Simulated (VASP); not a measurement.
# Al2Cu (Khatyrkite) (I4/mcm) in VASP: further runs

Al2Cu (Khatyrkite) is run at these levels: PBEsol; tasks: single point.

Program: VASP 6.6.1. These are calculated values, not measurements. Logs are shortened: lines on timing, memory, paths and dates and some standing lists are left out, and cuts for length are marked.

## Step 1: The cell of the first run

Symmetry: I4/mcm, No. 140, tetragonal system. The conventional cell has a = 5.943 Å, b = 5.943 Å, c = 4.777 Å, α = 90.00°, β = 90.00°, γ = 90.00°. Cu (site symmetry 422) has 2 Cu at 2.39 Å and 8 Al at 2.54 Å within 3.2 Å. Within 3.3 Å of Al (site symmetry m2m) lie 4 Cu at 2.54 Å and 11 Al at 2.66 to 3.17 Å.

## Step 2: Single point, PBEsol (volume scaled by 0.94)

Contents of INCAR:

```
PREC = Accurate
ENCUT = 520
EDIFF = 1E-7
ISMEAR = -1
SIGMA = 0.05
LREAL = False
LASPH = True
NELM = 80
ALGO = Normal
ISIF = 2
LWAVE = False
LCHARG = False
GGA = PS
NBANDS = 26
```

Contents of KPOINTS:

```
Automatic mesh
0
Gamma
  7 7 7
```

Contents of POSCAR:

```
Al2Cu
1.0
   -2.9715744608      2.9715744608      2.3887207261
    2.9715744608     -2.9715744608      2.3887207261
    2.9715744608      2.9715744608     -2.3887207261
Cu Al
2 4
Direct
    0.2500000000      0.2500000000      0.0000000000
    0.7500000000      0.7500000000      0.0000000000
    0.3419000000      0.1581000000      0.5000000000
    0.8419000000      0.3419000000      0.1838000000
    0.6581000000      0.8419000000      0.5000000000
    0.1581000000      0.6581000000      0.8162000000
```

Potentials or basis: VASP PAW PBE potentials, release 64 (Cu, Al).

Started as:

```sh
cat potpaw_PBE.64/Cu/POTCAR potpaw_PBE.64/Al/POTCAR > POTCAR
mpirun -np 1 vasp_std > vasp.out
```

OUTCAR:

```text
PREC = Accurate
   ENCUT = 520
   EDIFF = 1E-7
   ISMEAR = -1
   LREAL = False
   LASPH = True
   NELM = 80
   ISIF = 2
   GGA = PS

 ion  position               nearest neighbor table
   1  0.250  0.250  0.000-   2 2.39   2 2.39   6 2.54   4 2.54   6 2.54   4 2.54   3 2.54   5 2.54
                             5 2.54   3 2.54
   2  0.750  0.750  0.000-   1 2.39   1 2.39   6 2.54   4 2.54   6 2.54   4 2.54   5 2.54   3 2.54
                             5 2.54   3 2.54
   3  0.342  0.158  0.500-   2 2.54   1 2.54   1 2.54   2 2.54   5 2.66   5 2.84   5 2.84   6 3.04
                             4 3.04   6 3.04   4 3.04   6 3.17   4 3.17   4 3.17   6 3.17
   4  0.842  0.342  0.184-   1 2.54   2 2.54   2 2.54   1 2.54   6 2.66   6 2.84   6 2.84   3 3.04
                             5 3.04   3 3.04   5 3.04   3 3.17   5 3.17   3 3.17   5 3.17
   5  0.658  0.842  0.500-   1 2.54   2 2.54   2 2.54   1 2.54   3 2.66   3 2.84   3 2.84   6 3.04
                             4 3.04   6 3.04   4 3.04   6 3.17   4 3.17   6 3.17   4 3.17
   6  0.158  0.658  0.816-   1 2.54   2 2.54   2 2.54   1 2.54   4 2.66   4 2.84   4 2.84   3 3.04
                             5 3.04   5 3.04   3 3.04   3 3.17   5 3.17   3 3.17   5 3.17

  LATTYP: Found a body centered tetragonal cell.
 ALAT       =     5.9431489216
 C/A-ratio  =     0.8038569309

  Lattice vectors:

 A1 = (  -2.9715744608,   2.9715744608,   2.3887207261)
 A2 = (   2.9715744608,  -2.9715744608,   2.3887207261)
 A3 = (   2.9715744608,   2.9715744608,  -2.3887207261)

Analysis of symmetry for initial positions (statically):
=====================================================================
 Subroutine PRICEL returns:
 Original cell was already a primitive cell.

 Routine SETGRP: Setting up the symmetry group for a
 body centered tetragonal supercell.

 Subroutine GETGRP returns: Found 16 space group operations
 (whereof  8 operations were pure point group operations)
 out of a pool of 16 trial point group operations.

The static configuration has the point symmetry C_4h.
 The point group associated with its full space group is D_4h.

Analysis of symmetry for dynamics (positions and initial velocities):
=====================================================================
 Subroutine PRICEL returns:
 Original cell was already a primitive cell.

 Routine SETGRP: Setting up the symmetry group for a
 body centered tetragonal supercell.

 Subroutine GETGRP returns: Found 16 space group operations
 (whereof  8 operations were pure point group operations)
 out of a pool of 16 trial point group operations.

The dynamic configuration has the point symmetry C_4h.
 The point group associated with its full space group is D_4h.

 Subroutine INISYM returns: Found 16 space group operations
 (whereof  8 operations are pure point group operations),
 and found     1 'primitive' translations

----------------------------------------------------------------------------------------

                                     Primitive cell

  volume of cell :      84.3721

  direct lattice vectors                    reciprocal lattice vectors
    -2.971574461  2.971574461  2.388720726     0.000000000  0.168260970  0.209317060
     2.971574461 -2.971574461  2.388720726     0.168260970  0.000000000  0.209317060
     2.971574461  2.971574461 -2.388720726     0.168260970  0.168260970  0.000000000

  length of vectors
     4.833890386  4.833890386  4.833890386     0.268561698  0.268561698  0.237956945

  position of ions in fractional coordinates (direct lattice)
     0.250000000  0.250000000  0.000000000
     0.750000000  0.750000000  0.000000000
     0.341900000  0.158100000  0.500000000
     0.841900000  0.341900000  0.183800000
     0.658100000  0.841900000  0.500000000
     0.158100000  0.658100000  0.816200000

  ion indices of the primitive-cell ions
   primitive index   ion index
                 1           1
                 2           2
                 3           3
                 4           4
                 5           5
                 6           6

----------------------------------------------------------------------------------------

 KPOINTS: Automatic mesh

Automatic generation of k-mesh.
 Grid dimensions read from file:
 generate k-points for:    7    7    7

 Generating k-lattice:

  Cartesian coordinates                     Fractional coordinates (reciprocal lattice)
     0.000000000  0.024037281  0.029902437     0.142857143  0.000000000 -0.000000000
     0.024037281  0.000000000  0.029902437     0.000000000  0.142857143 -0.000000000
     0.024037281  0.024037281  0.000000000     0.000000000  0.000000000  0.142857143

  Length of vectors
     0.038365957  0.038365957  0.033993849

  Shift w.r.t. Gamma in fractional coordinates (k-lattice)
     0.000000000  0.000000000  0.000000000

 Subroutine IBZKPT returns following result:
 ===========================================

 Found     40 irreducible k-points:

 Following reciprocal coordinates:
            Coordinates               Weight
  0.000000  0.000000  0.000000      1.000000
  0.142857  0.000000  0.000000      8.000000
  0.285714  0.000000 -0.000000      8.000000
  0.428571  0.000000 -0.000000      8.000000
  0.142857  0.142857  0.000000      8.000000
  0.285714  0.142857 -0.000000     16.000000
[... 16 lines left out ...]
 -0.142857  0.285714  0.142857      8.000000
 -0.428571  0.428571  0.142857      8.000000
 [... further k-points ...]
   k-points           NKPTS =     40   k-points in BZ     NKDIM =     40   number of bands    NBANDS=     26
   number of dos      NEDOS =    301   number of ions     NIONS =      6
   total plane-waves  NPLWV =  46656
   dimension x,y,z NGX =    36 NGY =   36 NGZ =   36
   dimension x,y,z NGXF=    72 NGYF=   72 NGZF=   72
   ions per type =               2   4
   NGX,Y,Z   is equivalent  to a cutoff of  12.38, 12.38, 12.38 a.u.
   NGXF,Y,Z  is equivalent  to a cutoff of  24.76, 24.76, 24.76 a.u.
 SYSTEM =  unknown system
   PREC   = accura    normal or accurate (medium, high low for compatibility)
   ISTART =      0    job   : 0-new  1-cont  2-samecut
   ICHARG =      2    charge: 1-file 2-atom 10-const
   ISPIN  =      1    spin polarized calculation?
   LNONCOLLINEAR =      F non collinear calculations
   LSORBIT =      F    spin-orbit coupling
   LASPH  =      T    aspherical Exc in radial PAW
   ENCUT  =  520.0 eV  38.22 Ry    6.18 a.u.   8.99  8.99  8.99*2*pi/ulx,y,z
   NELM   =     80;   NELMIN=  2; NELMDL= -5     # of ELM steps
   EDIFF  = 0.1E-06   stopping-criterion for ELM
   LREAL  =      F    real-space projection
   EDIFFG = 0.1E-05   stopping-criterion for IOM
   NSW    =      0    number of steps for IOM
   IBRION =     -1    ionic relax: 0-MD 1-quasi-New 2-CG
   NFREE  =      0    steps in history (QN), initial steepest desc. (CG)
   ISIF   =      2    stress and relaxation
   ISYM   =      2    0-nonsym 1-usesym 2-fastsym
   POTIM  = 0.5000    time-step for ionic-motion
   TEBEG  =    0.0;   TEEND  =   0.0 temperature during run
   PSTRESS=    0.0 pullay stress
   NELECT =      34.0000    total number of electrons
   NUPDOWN=      -1.0000    fix difference up-down
   EMIN   =  10.00;   EMAX   =-10.00  energy-range for DOS
   EFERMI =   0.00;   METHOD = LEGACY
   ISMEAR =    -1;   SIGMA  =   0.05  broadening in eV -4-tet -1-fermi 0-gaus
   EFERMI_NEDOS =   21; number of points for ismear=-14 and -15
   IALGO  =     38    algorithm
   IMIX   =      4    mixing-type and parameters
     AMIX     =   0.40;   BMIX     =  1.00
     AMIX_MAG =   1.60;   BMIX_MAG =  1.00
  volume/ion in A,a.u.               =      14.06        94.90
  Fermi-wavevector in a.u.,A,eV,Ry     =   1.209210  2.285075 19.894275  1.462188
  Thomas-Fermi vector in A             =   2.344794
   LORBIT       =      0    0 simple, 1 ext, 2 COOP (PROOUT), +10 PAW based schemes
   GGA     = PS    functional components
   LHFCALC =     F    Hartree Fock is set to
   AEXX    =    0.0000 exact exchange contribution
   IVDW    =     0    specifies the selected vdW correction
   LEPSILON=     F    determine dielectric tensor
   LRPA    =     F    only Hartree local field effects (RPA)
 non-spin polarized calculation
  energy-cutoff  :      520.00
  volume of cell :       84.37
 maximum number of plane-waves:      2286
   NGX = 17   NGY = 17   NGZ = 17

 number of electron      34.0000041 magnetization

 Free energy of the ion-electron system (eV)
  ---------------------------------------------------
  ext. energy  EPLUGINS =         0.00000000
  ---------------------------------------------------
  free energy    TOTEN  =       -25.99066430 eV

  energy without entropy =      -25.98129813  energy(sigma->0) =      -25.98598122

 E-fermi :   8.6332     XC(G=0): -11.1961

 val. band max:        8.5182951022   @ k =   0.0000   0.0000   0.0000
 cond. band min:       8.6470463052   @ k =  -0.2857  -0.4286   0.2857
 fundamental gap:      0.1287512031
 Fermi energy:         8.6332272461

 k-point     1 :       0.0000    0.0000    0.0000
  band No.  band energies     occupation
      1      -2.6271      2.00000
      2       2.9551      2.00000
      3       3.1410      2.00000
      4       3.1410      2.00000
      5       3.1447      2.00000
      6       4.1063      2.00000
[... 18 lines left out ...]
     25      13.9928      0.00000
     26      14.6104      0.00000

 k-point     2 :       0.1429    0.0000    0.0000
  band No.  band energies     occupation
      1      -2.4052      2.00000
      2       2.9402      2.00000
      3       3.0781      2.00000
      4       3.1333      2.00000
      5       3.1971      2.00000
      6       4.0668      2.00000
[... 18 lines left out ...]
     25      14.2434      0.00000
     26      14.9519      0.00000

 k-point     3 :       0.2857    0.0000   -0.0000
  band No.  band energies     occupation
      1      -1.7449      2.00000
      2       2.3429      2.00000
      3       2.9245      2.00000
      4       3.1029      2.00000
      5       3.3177      2.00000
      6       3.9076      2.00000
[... 572 lines left out ...]
 k-point    23 :      -0.1429    0.2857    0.1429
  band No.  band energies     occupation
      1      -1.7167      2.00000
      2       2.4193      2.00000
      3       2.5789      2.00000
      4       2.7629      2.00000
      5       3.2629      2.00000
      6       3.6411      2.00000
[... 18 lines left out ...]
     25      15.0487      0.00000
     26      15.3985      0.00000

 k-point    24 :      -0.4286    0.4286    0.1429
  band No.  band energies     occupation
      1      -0.9252      2.00000
      2       0.2412      2.00000
      3       3.0075      2.00000
      4       3.1757      2.00000
      5       3.4642      2.00000
      6       3.5841      2.00000
[... 18 lines left out ...]
     25      14.8505      0.00000
     26      15.0895      0.00000

 [... further k-points ...]
[... 5 lines left out ...]
  --------------------------------------------------------------------------------------
  -------------------------------------------------------------------------------------
  Total        1.7328614      1.7328614      1.9861576      0.0000000      0.0000000      0.0000000
  in kB       32.9060540     32.9060540     37.7160055      0.0000000      0.0000000      0.0000000
  external PRESSURE =      34.5093712 kB  Pullay stress =       0.0000000 kB

 VOLUME and BASIS-vectors are now :
 -----------------------------------------------------------------------------
  energy-cutoff  :      520.00
  volume of cell :       84.37
      direct lattice vectors                 reciprocal lattice vectors
    -2.971574461  2.971574461  2.388720726     0.000000000  0.168260970  0.209317060
     2.971574461 -2.971574461  2.388720726     0.168260970  0.000000000  0.209317060
     2.971574461  2.971574461 -2.388720726     0.168260970  0.168260970  0.000000000

 POSITION                                       TOTAL-FORCE (eV/Angst)
 -----------------------------------------------------------------------------------
      0.00000      0.00000      1.19436        -0.000000     -0.000000     -0.000000
      0.00000      0.00000      3.58308        -0.000000     -0.000000     -0.000000
      0.93961      2.03196      0.00000         0.023840     -0.023840     -0.000000
     -0.93961      2.03196      2.38872        -0.023840     -0.023840     -0.000000
      2.03196      0.93961      2.38872        -0.023840      0.023840     -0.000000
      3.91119      0.93961     -0.00000         0.023840      0.023840      0.000000
 -----------------------------------------------------------------------------------
    total drift:                                0.000000      0.000000      0.000000

  FREE ENERGIE OF THE ION-ELECTRON SYSTEM (eV)
  ---------------------------------------------------
  free  energy   TOTEN  =       -25.9906643047 eV

  energy  without entropy=      -25.9812981301  energy(sigma->0) =      -25.98598122
```

It took 87 s on 1 thread of Intel Xeon Platinum 8559C (Emerald Rapids), shared host; peak memory 0.23 GiB.

Results:

```
Free energy            : -25.9907 eV
Pressure               : 3.5 GPa
Largest force          : 0.034 eV/Å
Band gap on the k mesh : zero (band 17 reaches 10.63 eV, above the bottom of band 18 at 6.85 eV)
```

Forces on the atoms (eV/Å):
```
Cu   0.000  0.000  0.000
Cu   0.000  0.000  0.000
Al   0.024 -0.024  0.000
Al  -0.024 -0.024  0.000
Al  -0.024  0.024  0.000
Al   0.024  0.024  0.000
```

Caveat: the PAW data sets were made with another functional, which shifts forces and pressure a little.

## Step 3: Single point, PBEsol (volume scaled by 0.96)

Contents of INCAR:

```
PREC = Accurate ; ENCUT = 520
EDIFF = 1E-6 ; ISMEAR = -1
SIGMA = 0.05 ; LREAL = False
LASPH = True ; NELM = 60
ALGO = Fast ; ISIF = 2
LWAVE = False ; LCHARG = False
GGA = PS ; NBANDS = 26
```

KPOINTS is that of step 2.

Edit POSCAR of step 2 so:

```diff
@@ -2,5 +2,5 @@
 1.0
-   -2.9715744608      2.9715744608      2.3887207261
-    2.9715744608     -2.9715744608      2.3887207261
-    2.9715744608      2.9715744608     -2.3887207261
+   -2.9925017310      2.9925017310      2.4055432573
+    2.9925017310     -2.9925017310      2.4055432573
+    2.9925017310      2.9925017310     -2.4055432573
 Cu Al
```

Potentials or basis: VASP PAW PBE potentials, release 64 (Cu, Al).

Started as:

```sh
cat potpaw_PBE.64/Cu/POTCAR potpaw_PBE.64/Al/POTCAR > POTCAR
mpirun -np 1 vasp_std > vasp.out
```

Run time: 85 s. Hardware: 1 thread of Intel Xeon Platinum 8559C (Emerald Rapids), shared host; peak memory 0.24 GiB.

The run converged. Its results:

- Free energy: -26.0161 eV
- Pressure: 1.0 GPa
- Largest force: 0.046 eV/Å
- Band gap on the k mesh: zero (band 17 reaches 10.38 eV, above the bottom of band 18 at 6.64 eV)

Forces on the atoms (eV/Å):
```
Cu   0.000  0.000  0.000
Cu   0.000  0.000  0.000
Al   0.032 -0.032  0.000
Al  -0.032 -0.032  0.000
Al  -0.032  0.032  0.000
Al   0.032  0.032  0.000
```

Stress tensor (GPa, compression positive):
```
0.82 0.00 0.00
0.00 0.82 0.00
0.00 0.00 1.22
```

Levels at points of the mesh, in eV from the Fermi level:
| k point | band 14 | band 15 | band 16 | band 17 | band 18 | band 19 | band 20 | band 21 |
| --- | --- | --- | --- | --- | --- | --- | --- | --- |
| (0.00, 0.00, 0.00) | -2.13 | -1.50 | -1.34 | -1.34 | -0.96 | -0.31 | -0.09 | 1.46 |

Caveat: the PAW data sets were made with another functional, which shifts forces and pressure a little.

(Part 1 of 2 ends here.)
